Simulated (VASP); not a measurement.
AlCo, 2 atoms in the cell. Symmetry: P4/mmm, No. 123, tetragonal system. The conventional cell has a = 2.876 Å, b = 2.876 Å, c = 2.766 Å, α = 90.00°, β = 90.00°, γ = 90.00°. Within 3.2 Å of Al (site symmetry 4/mmm) lie 8 Co at 2.46 Å and 6 Al at 2.77 to 2.88 Å. Within 3.2 Å of Co (site symmetry 4/mmm) lie 8 Al at 2.46 Å and 6 Co at 2.77 to 2.88 Å.  This cell differs from its parent crystal: uniaxial strain along a: -3.0 %, then relaxed in part.

```yaml
Program: VASP 6.6.1
Task: single point
Functional: PBE
Potentials_or_basis: VASP PAW PBE potentials, release 64 (Al, Co)
Cutoff: 520 eV
k_mesh: 18 × 18 × 18
Occupations: gaussian, width 0.1 eV
Spin: no spin polarisation
Dipole_correction: no
Further_INCAR_settings: ALGO = Fast; EDIFF = 1e-07; NBANDS = 13
```

Potentials or basis: VASP PAW PBE potentials, release 64 (Al, Co).

Run with:

```bash
$ cat potpaw_PBE.64/Al/POTCAR potpaw_PBE.64/Co/POTCAR > POTCAR
$ mpirun -np 1 vasp_std > vasp.out
```

Hardware: 1 thread of AMD EPYC 9R45 (Zen 5), on a shared host.

Q: Estimate the wall time of this run.

A: It took 100 s on 1 thread of AMD EPYC 9R45 (Zen 5), with other jobs on the host, peak memory 0.25 GiB. Counts: scf iterations 16, k points 550.
